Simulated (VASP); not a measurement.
# Si (P6_3/mmc) in VASP: notebook

Runs on Si. Level: PBE. Tasks: single point, relaxation of cell and atoms.

Program: VASP 6.6.1. These are calculated values, not measurements. Logs are shortened: lines on timing, memory, paths and dates and some standing lists are left out, and cuts for length are marked.

### Step 1. The cell of the first run

The structure is hexagonal, space group P6_3/mmc (No. 194). Conventional cell: a = 3.615 Å, b = 3.615 Å, c = 9.922 Å, α = 90.00°, β = 90.00°, γ = 120.00°. Within 3.3 Å of Si (site symmetry -3m) lie 6 Si at 2.46 Å. Si (site symmetry 3m) has 4 Si at 2.35 to 2.46 Å within 3.1 Å.

The cell was built from a structure type or drawn by symmetry, and may not be a known phase.

### Step 2. Single point, PBE

Contents of INCAR:

```
SYSTEM = Si
ALGO = Normal
EDIFF = 1E-6
ENCUT = 520
GGA = PE
ISIF = 2
ISMEAR = 0
LASPH = .True.
LCHARG = .True.
LELF = .True.
LREAL = .False.
LVHAR = .True.
LWAVE = .False.
NBANDS = 21
NELM = 100
PREC = Accurate
SIGMA = 0.1
```

Contents of KPOINTS:

```
k-points
0
Gamma
  12 12 4
  0 0 0
```

Contents of POSCAR:

```
Si
1.0
    3.6147075161      0.0000000000      0.0000000000
   -1.8073537581      3.1304285362      0.0000000000
    0.0000000000      0.0000000000      9.9219060150
Si
6
Direct
    0.0000000000      0.0000000000      0.5000000000
    0.0000000000      0.0000000000      0.0000000000
    0.6666666667      0.3333333333      0.3683403229
    0.3333333333      0.6666666667      0.6316596771
    0.3333333333      0.6666666667      0.8683403229
    0.6666666667      0.3333333333      0.1316596771
```

Potentials or basis: VASP PAW PBE potentials, release 64 (Si).

On the command line:

```
> cat potpaw_PBE.64/Si/POTCAR > POTCAR
> mpirun -np 1 vasp_std > vasp.out
```

OUTCAR:

```text
SYSTEM = Si
   EDIFF = 1E-6
   ENCUT = 520
   GGA = PE
   ISIF = 2
   ISMEAR = 0
   LASPH = .True.
   LREAL = .False.
   NELM = 100
   PREC = Accurate

 ion  position               nearest neighbor table
   1  0.000  0.000  0.500-   3 2.46   4 2.46   3 2.46   4 2.46   3 2.46   4 2.46
   2  0.000  0.000  0.000-   6 2.46   5 2.46   6 2.46   5 2.46   6 2.46   5 2.46
   3  0.667  0.333  0.368-   6 2.35   1 2.46   1 2.46   1 2.46
   4  0.333  0.667  0.632-   5 2.35   1 2.46   1 2.46   1 2.46
   5  0.333  0.667  0.868-   4 2.35   2 2.46   2 2.46   2 2.46
   6  0.667  0.333  0.132-   3 2.35   2 2.46   2 2.46   2 2.46

  LATTYP: Found a hexagonal cell.
 ALAT       =     3.6147075161
 C/A-ratio  =     2.7448710500

  Lattice vectors:

 A1 = (   3.6147075161,   0.0000000000,   0.0000000000)
 A2 = (  -1.8073537581,   3.1304285362,   0.0000000000)
 A3 = (   0.0000000000,   0.0000000000,   9.9219060150)

Analysis of symmetry for initial positions (statically):
=====================================================================
 Subroutine PRICEL returns:
 Original cell was already a primitive cell.

 Routine SETGRP: Setting up the symmetry group for a
 hexagonal supercell.

 Subroutine GETGRP returns: Found 24 space group operations
 (whereof 12 operations were pure point group operations)
 out of a pool of 24 trial point group operations.

The static configuration has the point symmetry D_3d.
 The point group associated with its full space group is D_6h.

Analysis of symmetry for dynamics (positions and initial velocities):
=====================================================================
 Subroutine PRICEL returns:
 Original cell was already a primitive cell.

 Routine SETGRP: Setting up the symmetry group for a
 hexagonal supercell.

 Subroutine GETGRP returns: Found 24 space group operations
 (whereof 12 operations were pure point group operations)
 out of a pool of 24 trial point group operations.

The dynamic configuration has the point symmetry D_3d.
 The point group associated with its full space group is D_6h.

 Subroutine INISYM returns: Found 24 space group operations
 (whereof 12 operations are pure point group operations),
 and found     1 'primitive' translations

----------------------------------------------------------------------------------------

                                     Primitive cell

  volume of cell :     112.2722

  direct lattice vectors                    reciprocal lattice vectors
     3.614707516  0.000000000  0.000000000     0.276647556  0.159722541  0.000000000
    -1.807353758  3.130428536  0.000000000     0.000000000  0.319445082  0.000000000
     0.000000000  0.000000000  9.921906015     0.000000000  0.000000000  0.100787087

  length of vectors
     3.614707516  3.614707516  9.921906015     0.319445082  0.319445082  0.100787087

  position of ions in fractional coordinates (direct lattice)
     0.000000000  0.000000000  0.500000000
     0.000000000  0.000000000  0.000000000
     0.666666667  0.333333333  0.368340323
     0.333333333  0.666666667  0.631659677
     0.333333333  0.666666667  0.868340323
     0.666666667  0.333333333  0.131659677

  ion indices of the primitive-cell ions
   primitive index   ion index
                 1           1
                 2           2
                 3           3
                 4           4
                 5           5
                 6           6

----------------------------------------------------------------------------------------

 KPOINTS: k-points

Automatic generation of k-mesh.
 Grid dimensions read from file:
 generate k-points for:   12   12    4

 Generating k-lattice:

  Cartesian coordinates                     Fractional coordinates (reciprocal lattice)
     0.023053963  0.013310212  0.000000000     0.083333333  0.000000000  0.000000000
     0.000000000  0.026620423  0.000000000     0.000000000  0.083333333  0.000000000
     0.000000000  0.000000000  0.025196772     0.000000000  0.000000000  0.250000000

  Length of vectors
     0.026620423  0.026620423  0.025196772

  Shift w.r.t. Gamma in fractional coordinates (k-lattice)
     0.000000000  0.000000000  0.000000000

 Subroutine IBZKPT returns following result:
 ===========================================

 Found     57 irreducible k-points:

 Following reciprocal coordinates:
            Coordinates               Weight
  0.000000  0.000000  0.000000      1.000000
  0.083333  0.000000  0.000000      6.000000
  0.166667  0.000000  0.000000      6.000000
  0.250000  0.000000  0.000000      6.000000
  0.333333  0.000000  0.000000      6.000000
  0.416667  0.000000  0.000000      6.000000
[... 16 lines left out ...]
  0.250000  0.000000  0.250000     12.000000
  0.333333  0.000000  0.250000     12.000000
 [... further k-points ...]
   k-points           NKPTS =     57   k-points in BZ     NKDIM =     57   number of bands    NBANDS=     21
   number of dos      NEDOS =    301   number of ions     NIONS =      6
   total plane-waves  NPLWV =  62720
   dimension x,y,z NGX =    28 NGY =   28 NGZ =   80
   dimension x,y,z NGXF=    56 NGYF=   56 NGZF=  160
   ions per type =               6
   NGX,Y,Z   is equivalent  to a cutoff of  12.88, 12.88, 13.40 a.u.
   NGXF,Y,Z  is equivalent  to a cutoff of  25.76, 25.76, 26.81 a.u.
 SYSTEM =  Si
   PREC   = accura    normal or accurate (medium, high low for compatibility)
   ISTART =      0    job   : 0-new  1-cont  2-samecut
   ICHARG =      2    charge: 1-file 2-atom 10-const
   ISPIN  =      1    spin polarized calculation?
   LNONCOLLINEAR =      F non collinear calculations
   LSORBIT =      F    spin-orbit coupling
   LASPH  =      T    aspherical Exc in radial PAW
   ENCUT  =  520.0 eV  38.22 Ry    6.18 a.u.   6.72  6.72 18.45*2*pi/ulx,y,z
   NELM   =    100;   NELMIN=  2; NELMDL= -5     # of ELM steps
   EDIFF  = 0.1E-05   stopping-criterion for ELM
   LREAL  =      F    real-space projection
   EDIFFG = 0.1E-04   stopping-criterion for IOM
   NSW    =      0    number of steps for IOM
   IBRION =     -1    ionic relax: 0-MD 1-quasi-New 2-CG
   NFREE  =      0    steps in history (QN), initial steepest desc. (CG)
   ISIF   =      2    stress and relaxation
   ISYM   =      2    0-nonsym 1-usesym 2-fastsym
   POTIM  = 0.5000    time-step for ionic-motion
   TEBEG  =    0.0;   TEEND  =   0.0 temperature during run
   PSTRESS=    0.0 pullay stress
   NELECT =      24.0000    total number of electrons
   NUPDOWN=      -1.0000    fix difference up-down
   EMIN   =  10.00;   EMAX   =-10.00  energy-range for DOS
   EFERMI =   0.00;   METHOD = LEGACY
   ISMEAR =     0;   SIGMA  =   0.10  broadening in eV -4-tet -1-fermi 0-gaus
   EFERMI_NEDOS =   21; number of points for ismear=-14 and -15
   IALGO  =     38    algorithm
   IMIX   =      4    mixing-type and parameters
     AMIX     =   0.40;   BMIX     =  1.00
     AMIX_MAG =   1.60;   BMIX_MAG =  1.00
  volume/ion in A,a.u.               =      18.71       126.27
  Fermi-wavevector in a.u.,A,eV,Ry     =   0.978861  1.849780 13.036691  0.958170
  Thomas-Fermi vector in A             =   2.109670
   LORBIT       =      0    0 simple, 1 ext, 2 COOP (PROOUT), +10 PAW based schemes
   GGA     = PE    functional components
   LHFCALC =     F    Hartree Fock is set to
   AEXX    =    0.0000 exact exchange contribution
   IVDW    =     0    specifies the selected vdW correction
   LEPSILON=     F    determine dielectric tensor
   LRPA    =     F    only Hartree local field effects (RPA)
 non-spin polarized calculation
 Gauss-broadening in eV      SIGMA  =   0.10
  energy-cutoff  :      520.00
  volume of cell :      112.27
 maximum number of plane-waves:      3060
 NGX is ok and might be reduce to    28
   NGX = 13   NGY = 13   NGZ = 37

 number of electron      24.0000000 magnetization

 Free energy of the ion-electron system (eV)
  ---------------------------------------------------
  ext. energy  EPLUGINS =         0.00000000
  ---------------------------------------------------
  free energy    TOTEN  =       -30.08428193 eV

  energy without entropy =      -30.07719720  energy(sigma->0) =      -30.08073956

 E-fermi :   6.7332     XC(G=0):  -9.8526

 val. band max:        6.7092078967   @ k =   0.1667   0.0000   0.5000
 cond. band min:       6.7641875510   @ k =   0.4167   0.0000   0.0000
 fundamental gap:      0.0549796543
 Fermi energy:         6.7332283173

 k-point     1 :       0.0000    0.0000    0.0000
  band No.  band energies     occupation
      1      -5.9928      2.00000
      2      -5.3503      2.00000
      3      -3.2284      2.00000
      4      -0.2478      2.00000
      5       0.4716      2.00000
      6       5.5031      2.00000
[... 13 lines left out ...]
     20      10.8929      0.00000
     21      11.6764      0.00000

 k-point     2 :       0.0833    0.0000    0.0000
  band No.  band energies     occupation
      1      -5.8956      2.00000
      2      -5.2514      2.00000
      3      -3.1466      2.00000
      4      -0.1630      2.00000
      5       0.5279      2.00000
      6       5.4713      2.00000
[... 13 lines left out ...]
     20      11.5528      0.00000
     21      12.1460      0.00000

 k-point     3 :       0.1667    0.0000    0.0000
  band No.  band energies     occupation
      1      -5.6053      2.00000
      2      -4.9553      2.00000
      3      -2.9077      2.00000
      4       0.0820      2.00000
      5       0.6715      2.00000
      6       4.0048      2.00000
[... 13 lines left out ...]
     20      12.0326      0.00000
     21      12.6529      0.00000
[... 457 lines left out ...]
 k-point    23 :       0.2500    0.0000    0.2500
  band No.  band energies     occupation
      1      -5.0573      2.00000
      2      -4.6077      2.00000
      3      -2.2344      2.00000
      4      -0.5299      2.00000
      5       1.6955      2.00000
      6       2.6238      2.00000
[... 13 lines left out ...]
     20      11.7430      0.00000
     21      12.3620      0.00000

 k-point    24 :       0.3333    0.0000    0.2500
  band No.  band energies     occupation
      1      -4.3979      2.00000
      2      -3.9384      2.00000
      3      -1.8351      2.00000
      4      -0.3506      2.00000
      5       0.7950      2.00000
      6       1.4344      2.00000
[... 13 lines left out ...]
     20      11.9020      0.00000
     21      11.9982      0.00000

 [... further k-points ...]

------------------------ aborting loop because EDIFF is reached ----------------------------------------

  FORCE on cell =-STRESS in cart. coord.  units (eV):
  Direction    XX          YY          ZZ          XY          YZ          ZX
  --------------------------------------------------------------------------------------
  -------------------------------------------------------------------------------------
  Total       -0.0271367     -0.0271367     -0.0577015      0.0000000      0.0000000      0.0000000
  in kB       -0.3872538     -0.3872538     -0.8234276      0.0000000      0.0000000      0.0000000
  external PRESSURE =      -0.5326450 kB  Pullay stress =       0.0000000 kB

 VOLUME and BASIS-vectors are now :
 -----------------------------------------------------------------------------
  energy-cutoff  :      520.00
  volume of cell :      112.27
      direct lattice vectors                 reciprocal lattice vectors
     3.614707516  0.000000000  0.000000000     0.276647556  0.159722541  0.000000000
    -1.807353758  3.130428536  0.000000000     0.000000000  0.319445082  0.000000000
     0.000000000  0.000000000  9.921906015     0.000000000  0.000000000  0.100787087

 POSITION                                       TOTAL-FORCE (eV/Angst)
 -----------------------------------------------------------------------------------
      0.00000      0.00000      4.96095        -0.000000      0.000000     -0.000000
      0.00000      0.00000      0.00000        -0.000000      0.000000     -0.000000
      1.80735      1.04348      3.65464         0.000000     -0.000000      0.001032
     -0.00000      2.08695      6.26727        -0.000000      0.000000     -0.001032
     -0.00000      2.08695      8.61559        -0.000000      0.000000      0.001032
      1.80735      1.04348      1.30631         0.000000     -0.000000     -0.001032
 -----------------------------------------------------------------------------------
    total drift:                                0.000000      0.000000     -0.000000

  FREE ENERGIE OF THE ION-ELECTRON SYSTEM (eV)
  ---------------------------------------------------
  free  energy   TOTEN  =       -30.0842819337 eV

  energy  without entropy=      -30.0771971960  energy(sigma->0) =      -30.08073956
```

Run time: 3.7 min. Hardware: 1 thread of Intel Xeon 8259CL, shared host; peak memory 0.27 GiB.

What came out:

```
Free energy            : -30.0843 eV
Pressure               : -0.1 GPa
Band gap on the k mesh : zero (bands 12 and 13 overlap by 2.39 eV)
```

### Step 3. Relaxation of cell and atoms, PBE

This run uses another cell than the first one, of 18.97 Å³/atom.

Contents of INCAR:

```
PREC     = Accurate       # precision mode
ENCUT    = 600            # plane-wave cutoff, eV
EDIFF    = 1E-6           # SCF threshold, eV
ISMEAR   = 0              # smearing method
SIGMA    = 0.1            # smearing width, eV
LREAL    = F              # projectors in reciprocal space
LASPH    = T              # aspherical terms in the spheres
NELM     = 60             # most SCF steps
ALGO     = Normal         # electronic algorithm
ISIF     = 3              # what is computed and relaxed
LWAVE    = F              # write WAVECAR
LCHARG   = F              # write CHGCAR
GGA      = PE             # functional
IBRION   = 2              # ionic algorithm
NSW      = 100            # ionic steps
EDIFFG   = -0.01          # ionic threshold
```

Contents of KPOINTS:

```
regular mesh
0
Gamma
  12 12 4
```

Contents of POSCAR:

```
Si
1.0
    3.6866292019      0.0000000000      0.0000000000
   -1.8433146010      3.1927145432      0.0000000000
    0.0000000000      0.0000000000      9.6706652614
Si
6
Direct
    0.0000000000      0.0000000000      0.5000000000
    0.0000000000      0.0000000000      0.0000000000
    0.6666666667      0.3333333333      0.3702950994
    0.3333333333      0.6666666667      0.6297049006
    0.3333333333      0.6666666667      0.8702950994
    0.6666666667      0.3333333333      0.1297049006
```

Potentials or basis: VASP PAW PBE potentials, release 64 (Si).

On the command line:

```
> cat potpaw_PBE.64/Si/POTCAR > POTCAR
> mpirun -np 1 vasp_std > vasp.out
```

Run time: 14 min. Hardware: 1 thread of Intel Xeon 8259CL, shared host; peak memory 0.3 GiB.

The run converged. Its results:

| Item | Value |
| --- | --- |
| Free energy | -30.0848 eV |
| Relaxed volume | 18.71 Å³/atom |
| Relaxed cell | a = 3.615 Å, b = 3.615 Å, c = 9.920 Å, α = 90.00°, β = 90.00°, γ = 120.00° |
| Space group after relaxing (to 0.1 Å) | P6_3/mmc (No. 194) |
| Energy gained by relaxing | 9.3 meV/atom |
| Ionic steps | 7 |
| Pressure after relaxing | 0.0 GPa |
| Band gap on the k mesh | zero (bands 12 and 13 overlap by 2.39 eV) |

Step by step:
```csv
step,energy change (eV),largest force (eV/Å),pressure (GPa),volume (Å³)
1,0.0000,0.0423,0.05,113.83
2,-0.0385,0.2599,-0.55,113.89
3,-0.0388,0.2865,-0.61,113.89
4,-0.0533,0.1302,-0.17,112.71
5,-0.0554,0.0379,0.07,112.10
6,-0.0555,0.0189,-0.05,112.30
7,-0.0556,0.0004,-0.02,112.23
```

Final structure:
```
Si
1.0
     3.61451    0.00000    0.00000
    -1.80725    3.13026    0.00000
     0.00000    0.00000    9.91964
Si
6
Direct
  0.00000 0.00000 0.50000
  0.00000 0.00000 0.00000
  0.66667 0.33333 0.36835
  0.33333 0.66667 0.63165
  0.33333 0.66667 0.86835
  0.66667 0.33333 0.13165
```

Levels at points of the mesh, in eV from the Fermi level:
```csv
k point,band 8,band 9,band 10,band 11,band 12,band 13,band 14,band 15,band 16
"(0.00, 0.00, 0.00)",-0.19,0.23,0.23,0.70,0.70,1.30,1.68,1.68,3.30
"(0.50, 0.00, 0.00)",-3.36,-3.31,-2.63,-2.18,-1.31,-0.07,0.40,1.25,2.47
"(0.00, 0.00, 0.50)",-0.04,-0.04,-0.04,1.18,1.18,1.18,1.18,3.43,3.43
"(0.50, 0.00, 0.50)",-4.40,-2.44,-2.44,-1.35,-1.35,0.54,0.54,1.22,1.22
```
